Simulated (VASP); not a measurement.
## Ti: electric field gradients with PBE

Crystal: Ti.

```xyz
1
Lattice="0.0000 2.0367 2.0367 2.0367 0.0000 2.0367 2.0367 2.0367 0.0000" Properties=species:S:1:pos:R:3 pbc="T T T"
Ti    0.0000    0.0000    0.0000
```

This cell differs from its parent crystal: volume scaled by 1.01.

```yaml
Program: VASP 6.6.1
Task: electric field gradients
Functional: PBE
Potentials_or_basis: VASP PAW PBE potentials, release 64 (Ti_sv)
Cutoff: 520 eV
k_mesh: 15 × 15 × 15
Occupations: fermi-dirac, width 0.05 eV
Spin: no spin polarisation
Dipole_correction: no
Further_INCAR_settings: ALGO = Normal; EDIFF = 1e-08; NBANDS = 12
```

```yaml
Pressure: 3.0 GPa
Band_gap_on_the_k_mesh: zero (band 6 reaches 9.40 eV, above the bottom of band 7 at 8.23 eV)
```

Levels at points of the mesh, in eV from the Fermi level:
| k point | band 4 | band 5 | band 6 | band 7 | band 8 | band 9 |
| --- | --- | --- | --- | --- | --- | --- |
| (0.00, 0.00, 0.00) | -32.50 | -6.16 | 0.89 | 0.89 | 0.89 | 2.58 |

Run time: 17 s on 1 thread of AMD EPYC 9R45 96-Core Processor (Zen 5), with other jobs on the host, peak memory 0.12 GiB.

Caveat: without QUAD_EFG the Cq values of the log hold for a quadrupole moment of 1 mb, not for the nuclei.
